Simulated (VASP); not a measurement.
Runs of VASP 6.6.1 on HfO2. The structure is that of space group P4_2/mnm (No. 136), or close to it. The cells are those of the table. 

```csv
cell,gap on the mesh (eV),pressure (GPa),largest force (eV/Å)
"a = 4.952, b = 4.952, c = 3.290 Å, 6 atoms",3.56,-16.9,0.27
"a = 4.710, b = 4.710, c = 3.130 Å, 6 atoms",4.12,17.3,0.22
"a = 4.871, b = 4.871, c = 3.237 Å, 6 atoms",3.74,(d),0.13
"a = 4.911, b = 4.911, c = 3.264 Å, 6 atoms",(a),-12.8,0.20
"a = 4.791, b = 4.791, c = 3.184 Å, 6 atoms",3.93,3.2,0.03
"a = 4.750, b = 4.750, c = 3.157 Å, 6 atoms",4.03,9.9,0.13
"a = 4.831, b = 4.831, c = 3.210 Å, 6 atoms",(b),(c),0.05
```

Alike in all rows: task single point; level PBEsol; potentials or basis VASP PAW PBE potentials, release 64 (Hf_pv, O); no spin polarisation; k mesh 6 × 6 × 8; cutoff (eV) 520; smearing gaussian 0.05 eV.

Problem. Estimate the missing entries.

Solution. (a) 3.65; (b) 3.84; (c) -2.8; (d) -8.1.

Caveats: the PAW data sets were made with another functional, which shifts forces and pressure a little; spin-orbit coupling is left out, which moves the levels of the heavy elements; the cell stands under tension (at least some runs); the cell stands under pressure (at least some runs).

A k mesh can miss the band edges, and the runs leave out spin-orbit coupling on Hf.
